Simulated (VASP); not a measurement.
# ZnO (P6_3mc) in VASP: a series of runs, part 2 of 2

VASP 6.6.1.

### 4 Electric field gradients, PBE (12.01 Å³/atom)

This run uses another cell than the first one, of 12.01 Å³/atom.

INCAR reads:

```
SYSTEM = ZnO
PREC     = Accurate       ! precision mode
ENCUT    = 520            ! plane-wave cutoff, eV
EDIFF    = 1E-8           ! SCF threshold, eV
ISMEAR   = -1             ! smearing method
SIGMA    = 0.02           ! smearing width, eV
LREAL    = .False.        ! projectors in reciprocal space
LASPH    = .True.         ! aspherical terms in the spheres
NELM     = 60             ! most SCF steps
ALGO     = Normal         ! electronic algorithm
ISIF     = 2              ! what is computed and relaxed
LWAVE    = .False.        ! write WAVECAR
LCHARG   = .False.        ! write CHGCAR
GGA      = PE             ! functional
LEFG     = .True.       
NBANDS   = 26             ! bands
```

KPOINTS reads:

```
Automatic mesh
0
Gamma
  11 11 6
  0 0 0
```

POSCAR reads:

```
ZnO
1.0
    3.2601941478      0.0000000000      0.0000000000
   -1.6300970738      2.8234109532      0.0000000000
    0.0000000000      0.0000000000      5.2210884991
Zn O
2 2
Direct
    0.3333333333      0.6666666667      0.0000000000
    0.6666666667      0.3333333333      0.5000000000
    0.3333333333      0.6666666667      0.3821000000
    0.6666666667      0.3333333333      0.8821000000
```

Potentials or basis: VASP PAW PBE potentials, release 64 (Zn, O).

Started as:

```console
> cat potpaw_PBE.64/Zn/POTCAR potpaw_PBE.64/O/POTCAR > POTCAR
> mpirun -np 1 vasp_std > vasp.out
```

OUTCAR:

```text
SYSTEM = ZnO
   PREC = Accurate
   ENCUT = 520
   EDIFF = 1E-8
   ISMEAR = -1
   LREAL = .False.
   LASPH = .True.
   NELM = 60
   ISIF = 2
   GGA = PE

 ion  position               nearest neighbor table
   1  0.333  0.667  0.000-   4 1.98   4 1.98   4 1.98   3 1.99
   2  0.667  0.333  0.500-   3 1.98   3 1.98   3 1.98   4 1.99
   3  0.333  0.667  0.382-   2 1.98   2 1.98   2 1.98   1 1.99
   4  0.667  0.333  0.882-   1 1.98   1 1.98   1 1.98   2 1.99

  LATTYP: Found a hexagonal cell.
 ALAT       =     3.2601941478
 C/A-ratio  =     1.6014655148

  Lattice vectors:

 A1 = (   3.2601941478,   0.0000000000,   0.0000000000)
 A2 = (  -1.6300970738,   2.8234109532,   0.0000000000)
 A3 = (   0.0000000000,   0.0000000000,   5.2210884991)

Analysis of symmetry for initial positions (statically):
=====================================================================
 Subroutine PRICEL returns:
 Original cell was already a primitive cell.

 Routine SETGRP: Setting up the symmetry group for a
 hexagonal supercell.

 Subroutine GETGRP returns: Found 12 space group operations
 (whereof  6 operations were pure point group operations)
 out of a pool of 24 trial point group operations.

The static configuration has the point symmetry C_3v.
 The point group associated with its full space group is C_6v.

Analysis of symmetry for dynamics (positions and initial velocities):
=====================================================================
 Subroutine PRICEL returns:
 Original cell was already a primitive cell.

 Routine SETGRP: Setting up the symmetry group for a
 hexagonal supercell.

 Subroutine GETGRP returns: Found 12 space group operations
[... 169 lines left out ...]
      6      -4.4170      2.00000
[... 685 lines left out ...]
     25      14.1040      0.00000
     26      15.5961      0.00000

 [... further k-points ...]
[... 5 lines left out ...]
  --------------------------------------------------------------------------------------
  -------------------------------------------------------------------------------------
  Total        1.3165237      1.3165237      1.4093589      0.0000000      0.0000000      0.0000000
  in kB       43.8895003     43.8895003     46.9843878      0.0000000      0.0000000      0.0000000
  external PRESSURE =      44.9211295 kB  Pullay stress =       0.0000000 kB

 VOLUME and BASIS-vectors are now :
 -----------------------------------------------------------------------------
  energy-cutoff  :      520.00
  volume of cell :       48.06
      direct lattice vectors                 reciprocal lattice vectors
     3.260194148  0.000000000  0.000000000     0.306730199  0.177090763  0.000000000
    -1.630097074  2.823410953  0.000000000     0.000000000  0.354181526  0.000000000
     0.000000000  0.000000000  5.221088499     0.000000000  0.000000000  0.191530942

 POSITION                                       TOTAL-FORCE (eV/Angst)
 -----------------------------------------------------------------------------------
     -0.00000      1.88227      0.00000         0.000000     -0.000000      0.032523
      1.63010      0.94114      2.61054        -0.000000      0.000000      0.032523
     -0.00000      1.88227      1.99498        -0.000000     -0.000000     -0.032523
      1.63010      0.94114      4.60552         0.000000      0.000000     -0.032523
 -----------------------------------------------------------------------------------
    total drift:                               -0.000001     -0.000001     -0.000244

  FREE ENERGIE OF THE ION-ELECTRON SYSTEM (eV)
  ---------------------------------------------------
  free  energy   TOTEN  =       -17.8383897402 eV

  energy  without entropy=      -17.8383897402  energy(sigma->0) =      -17.83838974

 Electric field gradients (V/A^2)
---------------------------------------------------------------------
 ion       V_xx      V_yy      V_zz      V_xy      V_xz      V_yz
---------------------------------------------------------------------
   1      -3.745    -3.745     7.489    -0.000     0.000    -0.000
   2      -3.745    -3.745     7.489    -0.000    -0.000     0.000
   3       1.684     1.679    -3.363    -0.004     0.000    -0.000
   4       1.684     1.679    -3.363    -0.004    -0.000     0.000
---------------------------------------------------------------------

 Electric field gradients after diagonalization (V/A^2)
 (convention: |V_zz| > |V_xx| > |V_yy|)
----------------------------------------------------------------------
 ion       V_xx      V_yy      V_zz     asymmetry (V_yy - V_xx)/ V_zz
----------------------------------------------------------------------
   1      -3.745    -3.744     7.489       0.000
   2      -3.745    -3.744     7.489       0.000
   3       1.686     1.677    -3.363       0.003
   4       1.686     1.677    -3.363       0.003
----------------------------------------------------------------------

           NMR quadrupolar parameters

 Cq : quadrupolar parameter    Cq=e*Q*V_zz/h
 eta: asymmetry parameters     (V_yy - V_xx)/ V_zz
 Q  : nuclear electric quadrupole moment in mb (millibarn)
----------------------------------------------------------------------
 ion       Cq(MHz)       eta       Q (mb)
----------------------------------------------------------------------
   1       0.018       0.000       1.000
   2       0.018       0.000       1.000
   3      -0.008       0.003       1.000
   4      -0.008       0.003       1.000
----------------------------------------------------------------------
```

OSZICAR:

```text
N       E                     dE             d eps       ncg     rms          rms(c)
DAV:   1     0.299799990118E+03    0.29980E+03   -0.18184E+04  3368   0.202E+03
DAV:   2     0.129230555161E+02   -0.28688E+03   -0.26852E+03  3420   0.416E+02
DAV:   3    -0.203623985888E+02   -0.33285E+02   -0.32791E+02  3642   0.142E+02
DAV:   4    -0.210760097332E+02   -0.71361E+00   -0.71169E+00  3718   0.213E+01
DAV:   5    -0.210794876404E+02   -0.34779E-02   -0.34777E-02  3638   0.154E+00    0.145E+01
DAV:   6    -0.176681851758E+02    0.34113E+01   -0.66425E+00  5260   0.618E+01    0.886E+00
DAV:   7    -0.178763584984E+02   -0.20817E+00   -0.29422E+00  3406   0.171E+01    0.531E+00
DAV:   8    -0.178864291857E+02   -0.10071E-01   -0.50411E-01  4878   0.744E+00    0.163E+00
DAV:   9    -0.178356300778E+02    0.50799E-01   -0.10319E-01  4852   0.633E+00    0.298E-01
DAV:  10    -0.178382702837E+02   -0.26402E-02   -0.36839E-02  3378   0.132E+00    0.129E-01
DAV:  11    -0.178383520744E+02   -0.81791E-04   -0.56485E-04  3720   0.294E-01    0.338E-02
DAV:  12    -0.178383858136E+02   -0.33739E-04   -0.11326E-04  3896   0.294E-01    0.180E-02
DAV:  13    -0.178383951766E+02   -0.93630E-05   -0.25576E-05  3716   0.103E-01    0.198E-02
DAV:  14    -0.178383899641E+02    0.52125E-05   -0.14955E-05  3936   0.386E-02    0.206E-03
DAV:  15    -0.178383898725E+02    0.91550E-07   -0.24734E-06  3386   0.145E-02    0.109E-03
DAV:  16    -0.178383898261E+02    0.46442E-07   -0.81199E-08  4020   0.364E-03    0.655E-04
DAV:  17    -0.178383897413E+02    0.84815E-07   -0.31648E-08  3140   0.175E-03    0.217E-04
DAV:  18    -0.178383897402E+02    0.11032E-08   -0.15026E-09  1730   0.286E-04
   1 F= -.17838390E+02 E0= -.17838390E+02  d E =-.154859E-10
```

Wall time 3 min (1 thread of AMD EPYC 7R13, shared host); peak memory 0.17 GiB.

Results:

```
Free energy                             : -17.8384 eV
Pressure                                : 4.5 GPa
Largest force                           : 0.033 eV/Å
Band gap on the k mesh                  : 0.78 eV
Largest electric field gradient by atom : Zn +7.5; O -3.4 V/Å²
```

Forces in eV/Å, atoms in the order of the input:
```
Zn   0.000  0.000  0.033
Zn   0.000  0.000  0.033
O    0.000  0.000 -0.033
O    0.000  0.000 -0.033
```

Electric field gradients, principal values (V/Å²):
| atom | least | middle | greatest (by size) |
| --- | --- | --- | --- |
| 1 Zn | -3.744 | -3.745 | 7.489 |
| 2 Zn | -3.744 | -3.745 | 7.489 |
| 3 O | 1.677 | 1.686 | -3.363 |
| 4 O | 1.677 | 1.686 | -3.363 |

Caveat: the cell stands under pressure; without QUAD_EFG the Cq values of the log hold for a quadrupole moment of 1 mb, not for the nuclei.
